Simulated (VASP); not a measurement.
Set up this calculation in VASP 6.6.1, as the native input.

```
Task                   : single point
Functional             : PBE
Potentials or basis    : VASP PAW PBE potentials, release 64 (Ga_d, Sb)
Cutoff                 : 520 eV
k mesh                 : 4 × 4 × 4
Occupations            : gaussian, width 0.1 eV
Spin                   : no spin polarisation
Dipole correction      : no
Further INCAR settings : ALGO = Normal; EDIFF = 1e-06; NBANDS = 32
```

The structure of GaSb2 lies in POSCAR:

```
GaSb2
1.0
    5.4916553821      0.0000000000      0.0000000000
    0.0000000000      5.4916553821      0.0000000000
    0.0000000000      0.0000000000      5.4916553821
Ga Sb
2 4
Direct
    0.0000000000      0.0000000000      0.0000000000
    0.5000000000      0.5000000000      0.5000000000
    0.2500000000      0.2500000000      0.2500000000
    0.2500000000      0.7500000000      0.7500000000
    0.7500000000      0.7500000000      0.2500000000
    0.7500000000      0.2500000000      0.7500000000
```

One way to write it, as run:

INCAR

```
PREC = Accurate
ENCUT = 520
EDIFF = 1E-6
ISMEAR = 0
SIGMA = 0.1
LREAL = False
LASPH = True
NELM = 100
ALGO = Normal
ISIF = 2
LWAVE = False
LCHARG = False
GGA = PE
NBANDS = 32
```

KPOINTS

```
regular mesh
0
Gamma
  4 4 4
```

Potentials or basis: VASP PAW PBE potentials, release 64 (Ga_d, Sb).

Launch:

```sh
$ cat potpaw_PBE.64/Ga_d/POTCAR potpaw_PBE.64/Sb/POTCAR > POTCAR
$ mpirun -np 1 vasp_std > vasp.out
```

It gave:

| Property | Result |
| --- | --- |
| Pressure | 13.3 GPa |
| Band gap on the k mesh | zero (bands 23 and 24 overlap by 1.79 eV) |

Caveat: the cell stands under pressure; spin-orbit coupling is left out, which moves the levels of the heavy elements.

Run time: 86 s on 1 thread of Intel Xeon 8259CL, on a shared host, peak memory 0.27 GiB.
